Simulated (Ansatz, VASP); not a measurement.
## One calculation of AlAs, two programs

The input INCAR:

```
ALGO = Normal
EDIFF = 1E-6
ENCUT = 500
GGA = PE
GGA_COMPAT = False
ISIF = 2
ISMEAR = 0
LASPH = True
LCHARG = True
LELF = True
LREAL = False
LVHAR = True
LWAVE = False
NBANDS = 11
NELM = 120
PREC = Accurate
SIGMA = 0.1
```

The input KPOINTS:

```
k-points
0
Gamma
  4 4 4
```

The input POSCAR:

```
AlAs
1.0
    0.0000000000      2.8379008005      2.8379008005
    2.8379008005      0.0000000000      2.8379008005
    2.8379008005      2.8379008005      0.0000000000
Al As
1 1
Direct
    0.0000000000      0.0000000000      0.0000000000
    0.7500000000      0.7500000000      0.7500000000
```

Input for Ansatz:

```yaml
crystal:
  lattice:
    - [0.0, 2.8379008005, 2.8379008005]
    - [2.8379008005, 0.0, 2.8379008005]
    - [2.8379008005, 2.8379008005, 0.0]
  atoms:
    - { symbol: Al, position: [0.0, 0.0, 0.0] }
    - { symbol: As, position: [0.75, 0.75, 0.75] }
basis:
  ecutwfc: 420
kpoints:
  mp_grid: { grid: [4, 4, 4] }
hamiltonian:
  xc: pbe
scf:
  occupations: { method: gaussian, width: 0.1 }
output:
  forces: true
  stress: true
  eigenvalues: true
```

Alike in both runs: task single point; functional PBE; k mesh 4 × 4 × 4; occupations gaussian, width 0.1 eV; no spin polarisation.

|  | VASP | Ansatz |
| --- | --- | --- |
| version | VASP 6.6.1 | Ansatz 0.2.0 |
| potentials or method | VASP PAW PBE potentials, release 64 (Al, As), cutoff 500 eV | scalar-relativistic, plane waves, PAW |
| valence electrons in the cell | 8 | 18 |

```tsv
	VASP	Ansatz	Ansatz less VASP
gap on the k mesh at the Fermi level (eV)	1.42	1.43	+0.010
least direct gap on the mesh (eV)	1.99	1.98	-0.007
pressure (GPa)	2.4	2.3	-0.19
```

VASP's potentials hold 8 valence electrons a cell and Ansatz's 18, so a difference there can come from the potentials and not from the codes.

The k mesh is coarse, so the values compare programs but aren't converged.
